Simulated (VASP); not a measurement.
A run of VASP 6.6.1 is set up as follows.

Contents of INCAR:

```
SYSTEM = HC12
PREC     = Accurate       ! precision mode
ENCUT    = 520            ! plane-wave cutoff, eV
EDIFF    = 1E-6           ! SCF threshold, eV
ISMEAR   = 0              ! smearing method
SIGMA    = 0.05           ! smearing width, eV
LREAL    = .False.        ! projectors in reciprocal space
LASPH    = .True.         ! aspherical terms in the spheres
NELM     = 80             ! most SCF steps
ALGO     = Normal         ! electronic algorithm
ISIF     = 2              ! what is computed and relaxed
LWAVE    = .False.        ! write WAVECAR
LCHARG   = .False.        ! write CHGCAR
GGA      = CA             ! functional
NBANDS   = 36             ! bands
NELECT   = 48.0
```

File KPOINTS:

```
regular mesh
0
Gamma
  6 6 6
  0 0 0
```

POSCAR

```
HC12
1.0
    1.7657489870     -3.5314979740     -1.7657489870
    3.5314979740     -1.7657489870      1.7657489870
   -1.7657489870     -3.5314979740      1.7657489870
C H
12 1
Direct
    0.2500000000      1.0000000000      0.2500000000
    0.0833333333      0.3333333333      0.7500000000
    0.9166666667      0.6666666667      0.2500000000
    0.7500000000      1.0000000000      0.7500000000
    0.5833333333      0.3333333333      0.2500000000
    0.4166666667      0.6666666667      0.7500000000
    0.9583333333      0.3333333333      0.1250000000
    0.7916666667      0.6666666667      0.6250000000
    0.6250000000      1.0000000000      0.1250000000
    0.4583333333      0.3333333333      0.6250000000
    0.2916666667      0.6666666667      0.1250000000
    0.1250000000      1.0000000000      0.6250000000
    1.1111111111      0.4444444444      0.1666666667
```

Potentials or basis: VASP PAW LDA potentials, release 64 (C, H).

Run with:

```bash
$ cat potpaw_LDA.64/C/POTCAR potpaw_LDA.64/H/POTCAR > POTCAR
$ mpirun -np 1 vasp_std > vasp.out
```

(1) Predict the largest force.

Answers

(1) 14.021 eV/Å.

Caveat: the cell carries a net charge on a neutralising background, which shifts energy and pressure.
